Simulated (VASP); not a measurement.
A run of VASP 6.6.1 is set up as follows.

The input POSCAR:

```
Sb2Se3
1.0
    2.0131844321      1.1623125738      9.6638242303
   -2.0131844321      1.1623125738      9.6638242303
    0.0000000000     -2.3246251476      9.6638242303
Sb Se
2 3
Direct
    0.3980138049      0.3980138049      0.3980138049
    0.6019861951      0.6019861951      0.6019861951
    0.2152848338      0.2152848338      0.2152848338
    0.7847151662      0.7847151662      0.7847151662
    0.0000000000      0.0000000000      0.0000000000
```

File INCAR.step1:

```
SYSTEM = Sb2Se3
PREC = Accurate
ENCUT = 520
ISMEAR = -1
SIGMA = 0.02
LREAL = .False.
LASPH = .True.
NELM = 100
NBANDS = 22
GGA = PE
ALGO = Normal
EDIFF = 1E-4
LWAVE = .True.
LCHARG = .False.
```

The input INCAR.step2:

```
SYSTEM = Sb2Se3
PREC = Accurate
ENCUT = 520
EDIFF = 1E-6
ISMEAR = -1
SIGMA = 0.02
LREAL = .False.
LASPH = .True.
NELM = 100
ALGO = Normal
ISIF = 2
LWAVE = .False.
LCHARG = .False.
METAGGA = R2SCAN
LMIXTAU = .True.
NBANDS = 22
ISTART = 1
```

File KPOINTS:

```
Automatic mesh
0
Gamma
  8 8 8
  0 0 0
```

Potentials or basis: VASP PAW PBE potentials, release 64 (Sb, Se).

Launch:

```sh
$ cat potpaw_PBE.64/Sb/POTCAR potpaw_PBE.64/Se/POTCAR > POTCAR
$ cp INCAR.step1 INCAR
$ mpirun -np 1 vasp_std > vasp.out
$ cp INCAR.step2 INCAR
$ mpirun -np 1 vasp_std > vasp.out
```

What does it give for the largest force?

0.019 eV/Å.

Predict the band gap on the k mesh.

0.17 eV.

Forces in eV/Å, atoms in the order of the input:
```
Sb   0.000  0.000  0.007
Sb   0.000  0.000 -0.007
Se   0.000  0.000  0.019
Se   0.000  0.000 -0.019
Se   0.000  0.000  0.000
```

Caveat: semilocal functionals underestimate gaps, and a narrow one can read as zero; the PAW data sets were made with another functional, which shifts forces and pressure a little; spin-orbit coupling is left out, which moves the levels of the heavy elements. A k mesh can miss the band edges.
